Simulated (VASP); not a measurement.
# K (I4_1/amd) in VASP: single point with r2SCAN

Aim: the single point of K with r2SCAN.

Program: VASP 6.6.1. These are calculated values, not measurements. Logs are shortened: lines on timing, memory, paths and dates and some standing lists are left out, and cuts for length are marked.

## (1) The cell of the first run

Symmetry: I4_1/amd, No. 141, tetragonal system. Conventional cell: a = 4.416 Å, b = 4.416 Å, c = 16.092 Å, α = 90.00°, β = 90.00°, γ = 90.00°. K (site symmetry -4m2) has 8 K at 4.42 to 4.59 Å within 5.8 Å.

## (2) Single point, r2SCAN

Input file POSCAR:

```
K
1.0
   -2.2081090471      2.2081090471      8.0458679461
    2.2081090471     -2.2081090471      8.0458679461
    2.2081090471      2.2081090471     -8.0458679461
K
2
Direct
    0.2500000000      0.7500000000      0.5000000000
    0.5000000000      0.5000000000      0.0000000000
```

Input file INCAR.step1:

```
PREC     = Accurate       # precision mode
ENCUT    = 520            # plane-wave cutoff, eV
ISMEAR   = 0              # smearing method
SIGMA    = 0.1            # smearing width, eV
LREAL    = F              # projectors in reciprocal space
LASPH    = T              # aspherical terms in the spheres
NELM     = 100            # most SCF steps
NBANDS   = 16             # bands
GGA      = PE             # functional
ALGO     = Normal         # electronic algorithm
EDIFF    = 1E-4           # SCF threshold, eV
LWAVE    = T              # write WAVECAR
LCHARG   = F              # write CHGCAR
```

Input file INCAR.step2:

```
PREC     = Accurate       # precision mode
ENCUT    = 520            # plane-wave cutoff, eV
EDIFF    = 1E-6           # SCF threshold, eV
ISMEAR   = 0              # smearing method
SIGMA    = 0.1            # smearing width, eV
LREAL    = F              # projectors in reciprocal space
LASPH    = T              # aspherical terms in the spheres
NELM     = 100            # most SCF steps
ALGO     = Normal         # electronic algorithm
ISIF     = 2              # what is computed and relaxed
LWAVE    = F              # write WAVECAR
LCHARG   = F              # write CHGCAR
METAGGA  = R2SCAN         # meta-GGA
LMIXTAU  = T            
NBANDS   = 16             # bands
ISTART   = 1
```

Input file KPOINTS:

```
Automatic mesh
0
Gamma
  6 6 6
```

Potentials or basis: VASP PAW PBE potentials, release 64 (K_sv).

Command:

```bash
$ cat potpaw_PBE.64/K_sv/POTCAR > POTCAR
$ cp INCAR.step1 INCAR
$ mpirun -np 1 vasp_std > vasp.out
$ cp INCAR.step2 INCAR
$ mpirun -np 1 vasp_std > vasp.out
```

OUTCAR:

```text
PREC = Accurate
   ENCUT = 520
   EDIFF = 1E-6
   ISMEAR = 0
   LREAL = F
   LASPH = T
   NELM = 100
   ISIF = 2
   METAGGA = R2SCAN
   ISTART = 1

 ion  position               nearest neighbor table
   1  0.250  0.750  0.500-
   2  0.500  0.500  0.000-

  LATTYP: Found a body centered tetragonal cell.
 ALAT       =     4.4162180942
 C/A-ratio  =     3.6437819757

  Lattice vectors:

 A1 = (  -2.2081090471,   2.2081090471,   8.0458679461)
 A2 = (   2.2081090471,  -2.2081090471,   8.0458679461)
 A3 = (   2.2081090471,   2.2081090471,  -8.0458679461)

Analysis of symmetry for initial positions (statically):
=====================================================================
 Subroutine PRICEL returns:
 Original cell was already a primitive cell.

 Routine SETGRP: Setting up the symmetry group for a
 body centered tetragonal supercell.

 Subroutine GETGRP returns: Found 16 space group operations
 (whereof  8 operations were pure point group operations)
 out of a pool of 16 trial point group operations.

The static configuration has the point symmetry D_2d.
 The point group associated with its full space group is D_4h.

Analysis of symmetry for dynamics (positions and initial velocities):
=====================================================================
 Subroutine PRICEL returns:
 Original cell was already a primitive cell.

 Routine SETGRP: Setting up the symmetry group for a
 body centered tetragonal supercell.

 Subroutine GETGRP returns: Found 16 space group operations
 (whereof  8 operations were pure point group operations)
 out of a pool of 16 trial point group operations.

The dynamic configuration has the point symmetry D_2d.
 The point group associated with its full space group is D_4h.

 Subroutine INISYM returns: Found 16 space group operations
 (whereof  8 operations are pure point group operations),
 and found     1 'primitive' translations

----------------------------------------------------------------------------------------

                                     Primitive cell

  volume of cell :     156.9184

  direct lattice vectors                    reciprocal lattice vectors
    -2.208109047  2.208109047  8.045867946     0.000000000  0.226438092  0.062143700
     2.208109047 -2.208109047  8.045867946     0.226438092  0.000000000  0.062143700
     2.208109047  2.208109047 -8.045867946     0.226438092  0.226438092  0.000000000

  length of vectors
     8.630613080  8.630613080  8.630613080     0.234810666  0.234810666  0.320231821

  position of ions in fractional coordinates (direct lattice)
     0.250000000  0.750000000  0.500000000
     0.500000000  0.500000000  0.000000000

  ion indices of the primitive-cell ions
   primitive index   ion index
                 1           1
                 2           2

----------------------------------------------------------------------------------------

 KPOINTS: Automatic mesh

Automatic generation of k-mesh.
 Grid dimensions read from file:
 generate k-points for:    6    6    6

 Generating k-lattice:

  Cartesian coordinates                     Fractional coordinates (reciprocal lattice)
     0.000000000  0.037739682  0.010357283     0.166666667  0.000000000  0.000000000
     0.037739682  0.000000000  0.010357283     0.000000000  0.166666667  0.000000000
     0.037739682  0.037739682  0.000000000     0.000000000  0.000000000  0.166666667

  Length of vectors
     0.039135111  0.039135111  0.053371970

  Shift w.r.t. Gamma in fractional coordinates (k-lattice)
     0.000000000  0.000000000  0.000000000

 Subroutine IBZKPT returns following result:
 ===========================================

 Found     30 irreducible k-points:

 Following reciprocal coordinates:
            Coordinates               Weight
  0.000000  0.000000  0.000000      1.000000
  0.166667  0.000000  0.000000      8.000000
  0.333333 -0.000000  0.000000      8.000000
  0.500000  0.000000 -0.000000      4.000000
  0.166667  0.166667  0.000000      8.000000
  0.333333  0.166667  0.000000     16.000000
[... 16 lines left out ...]
 -0.333333 -0.333333  0.166667      8.000000
 -0.166667 -0.333333  0.166667      8.000000
 [... further k-points ...]
   k-points           NKPTS =     30   k-points in BZ     NKDIM =     30   number of bands    NBANDS=     16
   number of dos      NEDOS =    301   number of ions     NIONS =      2
   total plane-waves  NPLWV = 262144
   dimension x,y,z NGX =    64 NGY =   64 NGZ =   64
   dimension x,y,z NGXF=   128 NGYF=  128 NGZF=  128
   ions per type =               2
   NGX,Y,Z   is equivalent  to a cutoff of  12.33, 12.33, 12.33 a.u.
   NGXF,Y,Z  is equivalent  to a cutoff of  24.66, 24.66, 24.66 a.u.
 SYSTEM =  unknown system
   PREC   = accura    normal or accurate (medium, high low for compatibility)
   ISTART =      1    job   : 0-new  1-cont  2-samecut
   ICHARG =      0    charge: 1-file 2-atom 10-const
   ISPIN  =      1    spin polarized calculation?
   LNONCOLLINEAR =      F non collinear calculations
   LSORBIT =      F    spin-orbit coupling
   LASPH  =      T    aspherical Exc in radial PAW
   ENCUT  =  520.0 eV  38.22 Ry    6.18 a.u.  16.05 16.05 16.05*2*pi/ulx,y,z
   NELM   =    100;   NELMIN=  2; NELMDL=  0     # of ELM steps
   EDIFF  = 0.1E-05   stopping-criterion for ELM
   LREAL  =      F    real-space projection
   EDIFFG = 0.1E-04   stopping-criterion for IOM
   NSW    =      0    number of steps for IOM
   IBRION =     -1    ionic relax: 0-MD 1-quasi-New 2-CG
   NFREE  =      0    steps in history (QN), initial steepest desc. (CG)
   ISIF   =      2    stress and relaxation
   ISYM   =      2    0-nonsym 1-usesym 2-fastsym
   POTIM  = 0.5000    time-step for ionic-motion
   TEBEG  =    0.0;   TEEND  =   0.0 temperature during run
   PSTRESS=    0.0 pullay stress
   NELECT =      18.0000    total number of electrons
   NUPDOWN=      -1.0000    fix difference up-down
   EMIN   =  10.00;   EMAX   =-10.00  energy-range for DOS
   EFERMI =   0.00;   METHOD = LEGACY
   ISMEAR =     0;   SIGMA  =   0.10  broadening in eV -4-tet -1-fermi 0-gaus
   EFERMI_NEDOS =   21; number of points for ismear=-14 and -15
   IALGO  =     38    algorithm
   IMIX   =      4    mixing-type and parameters
     AMIX     =   0.40;   BMIX     =  1.00
     AMIX_MAG =   1.60;   BMIX_MAG =  1.00
  volume/ion in A,a.u.               =      78.46       529.47
  Fermi-wavevector in a.u.,A,eV,Ry     =   0.795440  1.503165  8.608754  0.632726
  Thomas-Fermi vector in A             =   1.901769
   LORBIT       =      0    0 simple, 1 ext, 2 COOP (PROOUT), +10 PAW based schemes
   METAGGA = R2SCAN    functional components
   LHFCALC =     F    Hartree Fock is set to
   AEXX    =    0.0000 exact exchange contribution
   IVDW    =     0    specifies the selected vdW correction
   LEPSILON=     F    determine dielectric tensor
   LRPA    =     F    only Hartree local field effects (RPA)
 non-spin polarized calculation
 Gauss-broadening in eV      SIGMA  =   0.10
  energy-cutoff  :      520.00
  volume of cell :      156.92
 maximum number of plane-waves:      4246
   NGX = 33   NGY = 33   NGZ = 33

 number of electron      18.0000000 magnetization

 Free energy of the ion-electron system (eV)
  ---------------------------------------------------
  ext. energy  EPLUGINS =         0.00000000
  ---------------------------------------------------
  free energy    TOTEN  =       -11.88579078 eV

  energy without entropy =      -11.87806131  energy(sigma->0) =      -11.88192605

 E-fermi :  -0.1460     XC(G=0):  -5.7398

 val. band max:       -0.2011331508   @ k =   0.3333   0.3333   0.0000
 cond. band min:      -0.1204102018   @ k =   0.1667   0.1667   0.0000
 fundamental gap:      0.0807229490
 Fermi energy:        -0.1460481832

 k-point     1 :       0.0000    0.0000    0.0000
  band No.  band energies     occupation
      1     -33.9994      2.00000
      2     -33.9957      2.00000
      3     -16.7351      2.00000
      4     -16.6719      2.00000
      5     -16.6719      2.00000
      6     -16.6686      2.00000
[... 8 lines left out ...]
     15       5.1322      0.00000
     16       5.1326      0.00000

 k-point     2 :       0.1667    0.0000    0.0000
  band No.  band energies     occupation
      1     -33.9984      2.00000
      2     -33.9952      2.00000
      3     -16.7304      2.00000
      4     -16.6891      2.00000
      5     -16.6843      2.00000
      6     -16.6710      2.00000
[... 8 lines left out ...]
     15       4.4996      0.00000
     16       5.0810      0.00000

 k-point     3 :       0.3333   -0.0000    0.0000
  band No.  band energies     occupation
      1     -33.9965      2.00000
      2     -33.9941      2.00000
      3     -16.7266      2.00000
      4     -16.7219      2.00000
      5     -16.7079      2.00000
      6     -16.6719      2.00000
[... 8 lines left out ...]
     15       4.2233      0.00000
     16       4.9914      0.00000

 k-point     4 :       0.5000    0.0000   -0.0000
  band No.  band energies     occupation
      1     -33.9955      2.00000
      2     -33.9937      2.00000
      3     -16.7391      2.00000
      4     -16.7361      2.00000
      5     -16.7058      2.00000
      6     -16.6756      2.00000
[... 8 lines left out ...]
     15       4.1656      0.00000
     16       4.8456      0.00000
[... 324 lines left out ...]
 k-point    22 :      -0.1667    0.5000    0.1667
  band No.  band energies     occupation
      1     -33.9961      2.00000
      2     -33.9946      2.00000
      3     -16.7254      2.00000
      4     -16.7208      2.00000
      5     -16.7030      2.00000
      6     -16.6791      2.00000
[... 8 lines left out ...]
     15       3.9317      0.00000
     16       5.0010      0.00000

 k-point    23 :      -0.3333   -0.3333    0.1667
  band No.  band energies     occupation
      1     -33.9969      2.00000
      2     -33.9953      2.00000
      3     -16.7141      2.00000
      4     -16.6941      2.00000
      5     -16.6886      2.00000
      6     -16.6820      2.00000
[... 8 lines left out ...]
     15       4.0044      0.00000
     16       4.1975      0.00000

 k-point    24 :      -0.1667   -0.3333    0.1667
  band No.  band energies     occupation
      1     -33.9980      2.00000
      2     -33.9956      2.00000
      3     -16.7225      2.00000
      4     -16.6918      2.00000
      5     -16.6822      2.00000
      6     -16.6748      2.00000
[... 8 lines left out ...]
     15       4.2604      0.00000
     16       4.9513      0.00000

 [... further k-points ...]

------------------------ aborting loop because EDIFF is reached ----------------------------------------

  FORCE on cell =-STRESS in cart. coord.  units (eV):
  Direction    XX          YY          ZZ          XY          YZ          ZX
  --------------------------------------------------------------------------------------
  -------------------------------------------------------------------------------------
  Total       -0.0579694     -0.0579694      0.0736599      0.0000000      0.0000000      0.0000000
  in kB       -0.5918827     -0.5918827      0.7520861      0.0000000      0.0000000      0.0000000
  external PRESSURE =      -0.1438931 kB  Pullay stress =       0.0000000 kB

 VOLUME and BASIS-vectors are now :
 -----------------------------------------------------------------------------
  energy-cutoff  :      520.00
  volume of cell :      156.92
      direct lattice vectors                 reciprocal lattice vectors
    -2.208109047  2.208109047  8.045867946     0.000000000  0.226438092  0.062143700
     2.208109047 -2.208109047  8.045867946     0.226438092  0.000000000  0.062143700
     2.208109047  2.208109047 -8.045867946     0.226438092  0.226438092  0.000000000

 POSITION                                       TOTAL-FORCE (eV/Angst)
 -----------------------------------------------------------------------------------
      2.20811      0.00000      4.02293         0.000000      0.000000      0.000000
      0.00000      0.00000      8.04587        -0.000000     -0.000000     -0.000000
 -----------------------------------------------------------------------------------
    total drift:                                0.000000     -0.000000      0.000000

  FREE ENERGIE OF THE ION-ELECTRON SYSTEM (eV)
  ---------------------------------------------------
  free  energy   TOTEN  =       -11.8857907785 eV

  energy  without entropy=      -11.8780613123  energy(sigma->0) =      -11.88192605
```

Run time: 8.3 min. Hardware: 1 thread of Intel Xeon Platinum 8488C (Sapphire Rapids), shared host; peak memory 0.62 GiB.

Results:

```yaml
Free_energy: -11.8858 eV
Pressure: 0.0 GPa
Band_gap_on_the_k_mesh: zero (bands 9 and 10 overlap by 2.90 eV)
```

Caveat: the PAW data sets were made with another functional, which shifts forces and pressure a little.
